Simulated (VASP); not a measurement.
InSb:

```
In Sb
1.0
     0.00000    3.12420    3.12420
     3.12420    0.00000    3.12420
     3.12420    3.12420    0.00000
In Sb
1 1
Direct
  0.00000 0.00000 0.00000
  0.50000 0.50000 0.50000
```

* Program: VASP 6.6.1
* Task: relaxation of cell and atoms
* Functional: PBEsol
* Potentials or basis: VASP PAW PBE potentials, release 64 (In_d, Sb)
* Cutoff: 500 eV
* k mesh: 5 × 5 × 5
* Occupations: methfessel-paxton, width 0.025 eV
* Spin: no spin polarisation

At the start: pressure -4.4 GPa; volume 30.49 Å³/atom.

Problem. How do energy, volume and symmetry change on relaxing?

Solution. Over 3 steps the energy falls by 44.4 meV/atom and the volume is 27.59 Å³/atom (-9.5 %); space group Fm-3m (No. 225, to 0.05 Å).

Step by step:
| step | energy change (eV) | largest force (eV/Å) | pressure (GPa) | volume (Å³) |
| --- | --- | --- | --- | --- |
| 1 | 0.0000 | 0.0000 | -4.43 | 60.99 |
| 2 | -0.0828 | 0.0000 | 1.49 | 53.85 |
| 3 | -0.0888 | 0.0000 | 0.02 | 55.17 |

Final structure:
```yaml
crystal:
  lattice:
    - [0.00000, 3.02156, 3.02156]
    - [3.02156, 0.00000, 3.02156]
    - [3.02156, 3.02156, 0.00000]
  atoms:
    - { symbol: In, position: [0.00000, 0.00000, 0.00000] }
    - { symbol: Sb, position: [0.50000, 0.50000, 0.50000] }
```

Caveat: the PAW data sets were made with another functional, which shifts forces and pressure a little.
